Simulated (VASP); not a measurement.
Fe, 1 atom in the cell. The structure is tetragonal, space group I4/mmm (No. 139). The conventional cell has a = 2.832 Å, b = 2.832 Å, c = 2.633 Å, α = 90.00°, β = 90.00°, γ = 90.00°. Fe (site symmetry 4/mmm) has 14 Fe at 2.40 to 2.83 Å within 3.2 Å.  This cell differs from its parent crystal: normal strain along x +0.0000, normal strain along z -0.0700.

```yaml
Program: VASP 6.6.1
Task: single point
Functional: PBE
Potentials_or_basis: VASP PAW PBE potentials, release 64 (Fe)
Cutoff: 520 eV
k_mesh: 10 × 10 × 10
Occupations: gaussian, width 0.15 eV
Spin: collinear spin, ferromagnetic start
Starting_moments: "[2.44] μB"
Dipole_correction: no
Further_INCAR_settings: ALGO = Fast; EDIFF = 1e-06; NBANDS = 14
```

Potentials or basis: VASP PAW PBE potentials, release 64 (Fe).

Launch:

```sh
$ cat potpaw_PBE.64/Fe/POTCAR > POTCAR
$ mpirun -np 1 vasp_std > vasp.out
```

Hardware: 1 thread of Intel(R) Xeon(R) Platinum 8488C (Sapphire Rapids), on a shared host.

**Question.** How long does it take, and how much memory?

**Answer.** It took 19 s on 1 thread of Intel(R) Xeon(R) Platinum 8488C (Sapphire Rapids) (shared host), peak memory 0.14 GiB. Counts: scf iterations 13, k points 102.
